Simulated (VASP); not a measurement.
# CrCN (P6_3/mmc) in VASP: further runs

CrCN is run at these levels: PBE; tasks: single point, relaxation of cell and atoms.

Program: VASP 6.6.1. These are calculated values, not measurements. Logs are shortened: lines on timing, memory, paths and dates and some standing lists are left out, and cuts for length are marked.

**1. The cell of the first run**

The structure is hexagonal, space group P6_3/mmc (No. 194). The conventional cell has a = 3.244 Å, b = 3.244 Å, c = 5.198 Å, α = 90.00°, β = 90.00°, γ = 120.00°. Cr (site symmetry -3m) has 6 C at 2.28 Å and 6 N at 2.28 Å and 2 Cr at 2.60 Å within 3.0 Å. Within 2.6 Å of C (site symmetry -6m2) lie 5 N at 1.87 to 2.60 Å and 6 Cr at 2.28 Å. Within 2.6 Å of N (site symmetry -6m2) lie 5 C at 1.87 to 2.60 Å and 6 Cr at 2.28 Å.

The cell was generated, and may not be a known phase.

**2. Single point, PBE**

File INCAR:

```
SYSTEM = CrCN
  ALGO = Normal
  EDIFF = 1E-6
  ENCUT = 520
  GGA = PE
  ISIF = 2
  ISMEAR = 0
  LASPH = .TRUE.
  LCHARG = .TRUE.
  LELF = .TRUE.
  LREAL = .FALSE.
  LVHAR = .TRUE.
  LWAVE = .FALSE.
  NBANDS = 30
  NELM = 80
  PREC = Accurate
  SIGMA = 0.1
```

File KPOINTS:

```
k-points
0
G
  12 12 8
  0 0 0
```

File POSCAR:

```
CrCN
1.0
    3.2439924280      0.0000000000      0.0000000000
   -1.6219962140      2.8093798523      0.0000000000
    0.0000000000      0.0000000000      5.1981673243
Cr C N
2 2 2
Direct
    0.0000000000      0.0000000000      0.0000000000
    0.0000000000      0.0000000000      0.5000000000
    0.3333333333      0.6666666667      0.2500000000
    0.6666666667      0.3333333333      0.7500000000
    0.3333333333      0.6666666667      0.7500000000
    0.6666666667      0.3333333333      0.2500000000
```

Potentials or basis: VASP PAW PBE potentials, release 64 (Cr_pv, C, N).

Launch:

```console
cat potpaw_PBE.64/Cr_pv/POTCAR potpaw_PBE.64/C/POTCAR potpaw_PBE.64/N/POTCAR > POTCAR
mpirun -np 1 vasp_std > vasp.out
```

OUTCAR:

```text
SYSTEM = CrCN
   EDIFF = 1E-6
   ENCUT = 520
   GGA = PE
   ISIF = 2
   ISMEAR = 0
   LASPH = .TRUE.
   LREAL = .FALSE.
   NELM = 80
   PREC = Accurate

 ion  position               nearest neighbor table
   1  0.000  0.000  0.000-   3 2.28   4 2.28   5 2.28   6 2.28   3 2.28   5 2.28   4 2.28   6 2.28
                             4 2.28   6 2.28   3 2.28   5 2.28   2 2.60   2 2.60
   2  0.000  0.000  0.500-   3 2.28   4 2.28   5 2.28   6 2.28   3 2.28   5 2.28   4 2.28   6 2.28
                             4 2.28   6 2.28   3 2.28   5 2.28   1 2.60   1 2.60
   3  0.333  0.667  0.250-   6 1.87   6 1.87   6 1.87   1 2.28   2 2.28   2 2.28   1 2.28   2 2.28
                             1 2.28
   4  0.667  0.333  0.750-   5 1.87   5 1.87   5 1.87   1 2.28   2 2.28   1 2.28   2 2.28   1 2.28
                             2 2.28
   5  0.333  0.667  0.750-   4 1.87   4 1.87   4 1.87   1 2.28   2 2.28   2 2.28   1 2.28   2 2.28
                             1 2.28
   6  0.667  0.333  0.250-   3 1.87   3 1.87   3 1.87   1 2.28   2 2.28   1 2.28   2 2.28   1 2.28
                             2 2.28

  LATTYP: Found a hexagonal cell.
 ALAT       =     3.2439924280
 C/A-ratio  =     1.6023981066

  Lattice vectors:

 A1 = (   3.2439924280,   0.0000000000,   0.0000000000)
 A2 = (  -1.6219962140,   2.8093798523,   0.0000000000)
 A3 = (   0.0000000000,   0.0000000000,   5.1981673243)

Analysis of symmetry for initial positions (statically):
=====================================================================
 Subroutine PRICEL returns:
 Original cell was already a primitive cell.

 Routine SETGRP: Setting up the symmetry group for a
 hexagonal supercell.

 Subroutine GETGRP returns: Found 24 space group operations
 (whereof 12 operations were pure point group operations)
 out of a pool of 24 trial point group operations.

The static configuration has the point symmetry D_3d.
 The point group associated with its full space group is D_6h.

Analysis of symmetry for dynamics (positions and initial velocities):
=====================================================================
 Subroutine PRICEL returns:
 Original cell was already a primitive cell.

 Routine SETGRP: Setting up the symmetry group for a
 hexagonal supercell.

 Subroutine GETGRP returns: Found 24 space group operations
 (whereof 12 operations were pure point group operations)
 out of a pool of 24 trial point group operations.

The dynamic configuration has the point symmetry D_3d.
 The point group associated with its full space group is D_6h.

 Subroutine INISYM returns: Found 24 space group operations
 (whereof 12 operations are pure point group operations),
 and found     1 'primitive' translations

----------------------------------------------------------------------------------------

                                     Primitive cell

  volume of cell :      47.3741

  direct lattice vectors                    reciprocal lattice vectors
     3.243992428  0.000000000  0.000000000     0.308262125  0.177975221  0.000000000
    -1.621996214  2.809379852  0.000000000     0.000000000  0.355950442  0.000000000
     0.000000000  0.000000000  5.198167324     0.000000000  0.000000000  0.192375493

  length of vectors
     3.243992428  3.243992428  5.198167324     0.355950442  0.355950442  0.192375493

  position of ions in fractional coordinates (direct lattice)
     0.000000000  0.000000000  0.000000000
     0.000000000  0.000000000  0.500000000
     0.333333333  0.666666667  0.250000000
     0.666666667  0.333333333  0.750000000
     0.333333333  0.666666667  0.750000000
     0.666666667  0.333333333  0.250000000

  ion indices of the primitive-cell ions
   primitive index   ion index
                 1           1
                 2           2
                 3           3
                 4           4
                 5           5
                 6           6

----------------------------------------------------------------------------------------

 KPOINTS: k-points

Automatic generation of k-mesh.
 Grid dimensions read from file:
 generate k-points for:   12   12    8

 Generating k-lattice:

  Cartesian coordinates                     Fractional coordinates (reciprocal lattice)
     0.025688510  0.014831268  0.000000000     0.083333333  0.000000000  0.000000000
     0.000000000  0.029662537  0.000000000     0.000000000  0.083333333  0.000000000
     0.000000000  0.000000000  0.024046937     0.000000000  0.000000000  0.125000000

  Length of vectors
     0.029662537  0.029662537  0.024046937

  Shift w.r.t. Gamma in fractional coordinates (k-lattice)
     0.000000000  0.000000000  0.000000000

 Subroutine IBZKPT returns following result:
 ===========================================

 Found     95 irreducible k-points:

 Following reciprocal coordinates:
            Coordinates               Weight
  0.000000  0.000000  0.000000      1.000000
  0.083333  0.000000  0.000000      6.000000
  0.166667  0.000000  0.000000      6.000000
  0.250000  0.000000  0.000000      6.000000
  0.333333  0.000000  0.000000      6.000000
  0.416667  0.000000  0.000000      6.000000
[... 16 lines left out ...]
  0.250000  0.000000  0.125000     12.000000
  0.333333  0.000000  0.125000     12.000000
 [... further k-points ...]
   k-points           NKPTS =     95   k-points in BZ     NKDIM =     95   number of bands    NBANDS=     30
   number of dos      NEDOS =    301   number of ions     NIONS =      6
   total plane-waves  NPLWV =  23040
   dimension x,y,z NGX =    24 NGY =   24 NGZ =   40
   dimension x,y,z NGXF=    48 NGYF=   48 NGZF=   80
   ions per type =               2   2   2
   NGX,Y,Z   is equivalent  to a cutoff of  12.30, 12.30, 12.79 a.u.
   NGXF,Y,Z  is equivalent  to a cutoff of  24.60, 24.60, 25.59 a.u.
 SYSTEM =  CrCN
   PREC   = accura    normal or accurate (medium, high low for compatibility)
   ISTART =      0    job   : 0-new  1-cont  2-samecut
   ICHARG =      2    charge: 1-file 2-atom 10-const
   ISPIN  =      1    spin polarized calculation?
   LNONCOLLINEAR =      F non collinear calculations
   LSORBIT =      F    spin-orbit coupling
   LASPH  =      T    aspherical Exc in radial PAW
   ENCUT  =  520.0 eV  38.22 Ry    6.18 a.u.   6.03  6.03  9.67*2*pi/ulx,y,z
   NELM   =     80;   NELMIN=  2; NELMDL= -5     # of ELM steps
   EDIFF  = 0.1E-05   stopping-criterion for ELM
   LREAL  =      F    real-space projection
   EDIFFG = 0.1E-04   stopping-criterion for IOM
   NSW    =      0    number of steps for IOM
   IBRION =     -1    ionic relax: 0-MD 1-quasi-New 2-CG
   NFREE  =      0    steps in history (QN), initial steepest desc. (CG)
   ISIF   =      2    stress and relaxation
   ISYM   =      2    0-nonsym 1-usesym 2-fastsym
   POTIM  = 0.5000    time-step for ionic-motion
   TEBEG  =    0.0;   TEEND  =   0.0 temperature during run
   PSTRESS=    0.0 pullay stress
   NELECT =      42.0000    total number of electrons
   NUPDOWN=      -1.0000    fix difference up-down
   EMIN   =  10.00;   EMAX   =-10.00  energy-range for DOS
   EFERMI =   0.00;   METHOD = LEGACY
   ISMEAR =     0;   SIGMA  =   0.10  broadening in eV -4-tet -1-fermi 0-gaus
   EFERMI_NEDOS =   21; number of points for ismear=-14 and -15
   IALGO  =     38    algorithm
   IMIX   =      4    mixing-type and parameters
     AMIX     =   0.40;   BMIX     =  1.00
     AMIX_MAG =   1.60;   BMIX_MAG =  1.00
  volume/ion in A,a.u.               =       7.90        53.28
  Fermi-wavevector in a.u.,A,eV,Ry     =   1.572695  2.971962 33.652221  2.473368
  Thomas-Fermi vector in A             =   2.674090
   LORBIT       =      0    0 simple, 1 ext, 2 COOP (PROOUT), +10 PAW based schemes
   GGA     = PE    functional components
   LHFCALC =     F    Hartree Fock is set to
   AEXX    =    0.0000 exact exchange contribution
   IVDW    =     0    specifies the selected vdW correction
   LEPSILON=     F    determine dielectric tensor
   LRPA    =     F    only Hartree local field effects (RPA)
 non-spin polarized calculation
 Gauss-broadening in eV      SIGMA  =   0.10
  energy-cutoff  :      520.00
  volume of cell :       47.37
 maximum number of plane-waves:      1302
   NGX = 13   NGY = 13   NGZ = 19

 number of electron      42.0000025 magnetization

 Free energy of the ion-electron system (eV)
  ---------------------------------------------------
  ext. energy  EPLUGINS =         0.00000000
  ---------------------------------------------------
  free energy    TOTEN  =       -42.92282500 eV

  energy without entropy =      -42.90192471  energy(sigma->0) =      -42.91237485

 E-fermi :  10.4657     XC(G=0): -13.5558

 val. band max:       10.4636197045   @ k =   0.1667   0.0833   0.0000
 cond. band min:      10.4672949595   @ k =   0.2500   0.0833   0.0000
 fundamental gap:      0.0036752550
 Fermi energy:        10.4657487077

 k-point     1 :       0.0000    0.0000    0.0000
  band No.  band energies     occupation
      1     -33.4395      2.00000
      2     -33.0397      2.00000
      3     -33.0397      2.00000
      4     -33.0177      2.00000
      5     -32.9922      2.00000
      6     -32.9922      2.00000
[... 22 lines left out ...]
     29      12.1366      0.00000
     30      13.7745      0.00000

 k-point     2 :       0.0833    0.0000    0.0000
  band No.  band energies     occupation
      1     -33.4382      2.00000
      2     -33.0451      2.00000
      3     -33.0410      2.00000
      4     -33.0171      2.00000
      5     -32.9967      2.00000
      6     -32.9933      2.00000
[... 22 lines left out ...]
     29      12.6047      0.00000
     30      13.6716      0.00000

 k-point     3 :       0.1667    0.0000    0.0000
  band No.  band energies     occupation
      1     -33.4346      2.00000
      2     -33.0599      2.00000
      3     -33.0445      2.00000
      4     -33.0157      2.00000
      5     -33.0087      2.00000
      6     -32.9961      2.00000
[... 682 lines left out ...]
     29      13.6344      0.00000
     30      14.4439      0.00000

 k-point    24 :       0.3333    0.0000    0.1250
  band No.  band energies     occupation
      1     -33.4093      2.00000
      2     -33.0978      2.00000
      3     -33.0521      2.00000
      4     -33.0437      2.00000
      5     -33.0278      2.00000
      6     -33.0057      2.00000
[... 22 lines left out ...]
     29      13.8388      0.00000
     30      14.3744      0.00000

 [... further k-points ...]

------------------------ aborting loop because EDIFF is reached ----------------------------------------

  FORCE on cell =-STRESS in cart. coord.  units (eV):
  Direction    XX          YY          ZZ          XY          YZ          ZX
  --------------------------------------------------------------------------------------
  -------------------------------------------------------------------------------------
  Total        0.0298765      0.0298765      0.1015157      0.0000000     -0.0000000      0.0000000
  in kB        1.0104137      1.0104137      3.4332327      0.0000000     -0.0000000      0.0000000
  external PRESSURE =       1.8180201 kB  Pullay stress =       0.0000000 kB

 VOLUME and BASIS-vectors are now :
 -----------------------------------------------------------------------------
  energy-cutoff  :      520.00
  volume of cell :       47.37
      direct lattice vectors                 reciprocal lattice vectors
     3.243992428  0.000000000  0.000000000     0.308262125  0.177975221  0.000000000
    -1.621996214  2.809379852  0.000000000     0.000000000  0.355950442  0.000000000
     0.000000000  0.000000000  5.198167324     0.000000000  0.000000000  0.192375493

 POSITION                                       TOTAL-FORCE (eV/Angst)
 -----------------------------------------------------------------------------------
      0.00000      0.00000      0.00000         0.000000      0.000000      0.000000
      0.00000      0.00000      2.59908         0.000000      0.000000      0.000000
     -0.00000      1.87292      1.29954         0.000000      0.000000      0.000000
      1.62200      0.93646      3.89863        -0.000000     -0.000000     -0.000000
     -0.00000      1.87292      3.89863         0.000000      0.000000     -0.000000
      1.62200      0.93646      1.29954        -0.000000     -0.000000      0.000000
 -----------------------------------------------------------------------------------
    total drift:                               -0.000000      0.000000     -0.000000

  FREE ENERGIE OF THE ION-ELECTRON SYSTEM (eV)
  ---------------------------------------------------
  free  energy   TOTEN  =       -42.9228249976 eV

  energy  without entropy=      -42.9019247053  energy(sigma->0) =      -42.91237485
```

It took 2.2 min on 1 thread of Intel Xeon Platinum 8259CL at 2.50GHz (Skylake/Cascade Lake), shared host; peak memory 0.24 GiB.

Results:

```
Free energy            : -42.9228 eV
Pressure               : 0.2 GPa
Band gap on the k mesh : zero (bands 21 and 22 overlap by 0.97 eV)
```

Caveat: the run has no spin polarisation, though such a crystal can be magnetic.

**3. Relaxation of cell and atoms, PBE**

File INCAR:

```
SYSTEM = CrCN
PREC     = Accurate       ! precision mode
ENCUT    = 600            ! plane-wave cutoff, eV
EDIFF    = 1E-6           ! SCF threshold, eV
ISMEAR   = 0              ! smearing method
SIGMA    = 0.1            ! smearing width, eV
LREAL    = .FALSE.        ! projectors in reciprocal space
LASPH    = .TRUE.         ! aspherical terms in the spheres
NELM     = 100            ! most SCF steps
ALGO     = Normal         ! electronic algorithm
ISIF     = 3              ! what is computed and relaxed
LWAVE    = .FALSE.        ! write WAVECAR
LCHARG   = .FALSE.        ! write CHGCAR
GGA      = PE             ! functional
IBRION   = 2              ! ionic algorithm
NSW      = 100            ! ionic steps
EDIFFG   = -0.01          ! ionic threshold
```

File KPOINTS:

```
Automatic mesh
0
G
  12 12 8
  0 0 0
```

POSCAR: that of step 2 with these lines changed.

```diff
@@ -2,5 +2,5 @@
 1.0
-    3.2439924280      0.0000000000      0.0000000000
-   -1.6219962140      2.8093798523      0.0000000000
-    0.0000000000      0.0000000000      5.1981673243
+    3.2438887376      0.0000000000      0.0000000000
+   -1.6219443688      2.8092900538      0.0000000000
+    0.0000000000      0.0000000000      5.2034721085
 Cr C N
```

Potentials or basis: VASP PAW PBE potentials, release 64 (Cr_pv, C, N).

Launch:

```console
cat potpaw_PBE.64/Cr_pv/POTCAR potpaw_PBE.64/C/POTCAR potpaw_PBE.64/N/POTCAR > POTCAR
mpirun -np 1 vasp_std > vasp.out
```

Run time: 4 min. Hardware: 1 thread of Intel Xeon Platinum 8259CL at 2.50GHz (Skylake/Cascade Lake), shared host; peak memory 0.28 GiB.

Results (log left out):

| Quantity | Value |
| --- | --- |
| Free energy | -42.9281 eV |
| Relaxed volume | 7.89 Å³/atom |
| Relaxed cell | a = 3.242 Å, b = 3.242 Å, c = 5.200 Å, α = 90.00°, β = 90.00°, γ = 120.00° |
| Space group after relaxing (to 0.1 Å) | P6_3/mmc (No. 194) |
| Energy gained by relaxing | 0.0 meV/atom |
| Ionic steps | 2 |
| Pressure after relaxing | 0.1 GPa |
| Band gap on the k mesh | zero (bands 21 and 22 overlap by 0.97 eV) |

Final structure:
```yaml
crystal:
  lattice:
    - [3.24202, 0.00000, 0.00000]
    - [-1.62101, 2.80767, 0.00000]
    - [0.00000, 0.00000, 5.19979]
  atoms:
    - { symbol: Cr, position: [0.00000, 0.00000, 0.00000] }
    - { symbol: Cr, position: [0.00000, 0.00000, 0.50000] }
    - { symbol: C, position: [0.33333, 0.66667, 0.25000] }
    - { symbol: C, position: [0.66667, 0.33333, 0.75000] }
    - { symbol: N, position: [0.33333, 0.66667, 0.75000] }
    - { symbol: N, position: [0.66667, 0.33333, 0.25000] }
```

Levels at points of the mesh, in eV from the Fermi level:
```csv
k point,band 17,band 18,band 19,band 20,band 21,band 22,band 23,band 24,band 25
"(0.00, 0.00, 0.00)",-3.51,-2.97,-2.80,-1.06,-1.06,0.21,0.28,0.28,0.63
"(0.50, 0.00, 0.00)",-1.95,-0.90,-0.71,0.12,0.23,0.49,0.87,1.06,1.56
"(0.00, 0.00, 0.50)",-2.43,-2.43,-2.43,-2.43,-0.40,-0.40,0.56,0.56,0.56
"(0.50, 0.00, 0.50)",-2.10,-2.10,-0.30,-0.30,-0.11,-0.11,0.70,0.70,1.56
```

Caveat: the run has no spin polarisation, though such a crystal can be magnetic. With open d or f shells a metallic result of PBE can be an artefact of self-interaction; +U or a hybrid may open a gap.
